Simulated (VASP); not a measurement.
A run of VASP 6.6.1 is set up as follows.

The input INCAR:

```
SYSTEM = MgB2
PREC = Accurate
ENCUT = 520
EDIFF = 1E-7
ISMEAR = 0
SIGMA = 0.05
LREAL = .False.
LASPH = .True.
NELM = 60
ALGO = Normal
ISIF = 2
LWAVE = .False.
LCHARG = .False.
GGA = PS
NBANDS = 11
```

File KPOINTS:

```
Automatic mesh
0
Gamma
  12 12 10
  0 0 0
```

File POSCAR:

```
MgB2
1.0
    3.0831124560      0.0000000000      0.0000000000
   -1.5415562280      2.6700537097      0.0000000000
    0.0000000000      0.0000000000      3.5195336030
Mg B
1 2
Direct
    0.0000000000      0.0000000000      0.0000000000
    0.3333333333      0.6666666667      0.5000000000
    0.6666666667      0.3333333333      0.5000000000
```

Potentials or basis: VASP PAW PBE potentials, release 64 (Mg, B).

The run is started by

```sh
$ cat potpaw_PBE.64/Mg/POTCAR potpaw_PBE.64/B/POTCAR > POTCAR
$ mpirun -np 1 vasp_std > vasp.out
```

Estimate the band gap on the k mesh.

zero (bands 4 and 5 overlap by 3.83 eV).

Predict the pressure.

-2.9 GPa.

Stress tensor (GPa, compression positive):
```
-2.79  0.00  0.00
 0.00 -2.79  0.00
 0.00  0.00 -3.05
```

Caveat: the PAW data sets were made with another functional, which shifts forces and pressure a little.
